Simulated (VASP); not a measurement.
## HoSiI4: single point with PBE

HoSiI4:

```xyz
6
Lattice="4.0902 0.0000 0.0000 -2.0451 3.5422 0.0000 0.0000 0.0000 15.7715" Properties=species:S:1:pos:R:3 pbc="T T T"
Ho    2.0451    1.1807    7.8858
Si    2.0451    1.1807    0.0000
I     0.0000    2.3615    9.8560
I     0.0000    0.0000   13.8843
I     0.0000    0.0000    1.8872
I     0.0000    2.3615    5.9155
```

The cell was built from a structure type or drawn by symmetry, and may not be a known phase.

```json
{
 "Program": "VASP 6.6.1",
 "Task": "single point",
 "Functional": "PBE",
 "Potentials or basis": "VASP PAW PBE potentials, release 64 (Ho_3, Si, I), 4f in core",
 "Cutoff": "500 eV",
 "k mesh": "6 × 6 × 1",
 "Occupations": "gaussian, width 0.1 eV",
 "Spin": "no spin polarisation"
}
```

```json
{
 "Pressure": "0.1 GPa",
 "Largest force": "0.023 eV/Å",
 "Band gap on the k mesh": "zero (an odd number of electrons rules out a gap without spin polarisation)"
}
```

Forces on the atoms (eV/Å):
```
Ho   0.000  0.000  0.000
Si   0.000  0.000  0.000
I    0.000  0.000  0.023
I    0.000  0.000 -0.021
I    0.000  0.000  0.021
I    0.000  0.000 -0.023
```

Stress tensor (GPa, compression positive):
```
0.00 0.00 0.00
0.00 0.00 0.00
0.00 0.00 0.30
```

Levels at points of the mesh, in eV from the Fermi level:
| k point | band 16 | band 17 | band 18 | band 19 | band 20 | band 21 | band 22 | band 23 | band 24 | band 25 |
| --- | --- | --- | --- | --- | --- | --- | --- | --- | --- | --- |
| (0.00, 0.00, 0.00) | -2.87 | -2.87 | -2.28 | -2.16 | -2.16 | 0.53 | 0.69 | 0.69 | 0.91 | 1.54 |
| (0.50, 0.00, 0.00) | -3.55 | -3.33 | -2.86 | -2.85 | -2.76 | -0.38 | 0.23 | 0.92 | 1.30 | 2.38 |

Run time: 44 s on 1 thread of Intel(R) Xeon(R) 6975P-C (Granite Rapids), with other jobs on the host, peak memory 0.32 GiB.

Caveat: the k points lie up to 0.40 Å⁻¹ apart, too coarse for converged energies and pressures of a metal; spin-orbit coupling is left out, which moves the levels of the heavy elements; this functional lacks dispersion, which binds the layers, so the pressure and a relaxed spacing across them are unreliable; the 4f electrons are frozen in the core, so they carry no moment and show no levels; an odd number of electrons without spin polarisation forces a metal; a magnetic or distorted state may lie lower; the run has no spin polarisation, though such a crystal can be magnetic. Spin polarisation is off, so any magnetic state and its effect on volume and gap are missing.
